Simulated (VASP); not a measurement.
A run of VASP 6.6.1 is set up as follows.

File INCAR:

```
SYSTEM = ZnO
PREC = Accurate
ENCUT = 600
EDIFF = 1E-8
ISMEAR = 0
SIGMA = 0.01
LREAL = .False.
LASPH = .True.
NELM = 100
ALGO = Normal
ISIF = 3
LWAVE = .False.
LCHARG = .False.
GGA = CA
NBANDS = 26
IBRION = 6
NFREE = 2
POTIM = 0.015
NSW = 1
```

The input KPOINTS:

```
Automatic mesh
0
Gamma
  9 9 6
  0 0 0
```

The input POSCAR:

```
ZnO
1.0
    3.2494000017      0.0000000000      0.0000000000
   -1.6247000008      2.8140629485      0.0000000000
    0.0000000000      0.0000000000      5.2038000000
Zn O
2 2
Direct
    0.3333333333      0.6666666667      0.0011135720
    0.6666666667      0.3333333333      0.5011135720
    0.3333333333      0.6666666667      0.3818864280
    0.6666666667      0.3333333333      0.8818864280
```

Potentials or basis: VASP PAW LDA potentials, release 64 (Zn, O).

The run is started by

```bash
$ cat potpaw_LDA.64/Zn/POTCAR potpaw_LDA.64/O/POTCAR > POTCAR
$ mpirun -np 1 vasp_std > vasp.out
```

Estimate the Voigt bulk modulus.

139 GPa.

Estimate the highest phonon frequency at Γ, LO-TO splitting left out.

523 cm⁻¹.

Elastic tensor in Voigt notation (GPa, in the Cartesian axes of the cell as first typed):
```
206 114  98   0   0   0
114 206  98   0   0   0
 98  98 215   0   0   0
  0   0   0  42   0   0
  0   0   0   0  42   0
  0   0   0   0   0  46
```

Caveat: the cell is under stress, which shifts elastic constants.
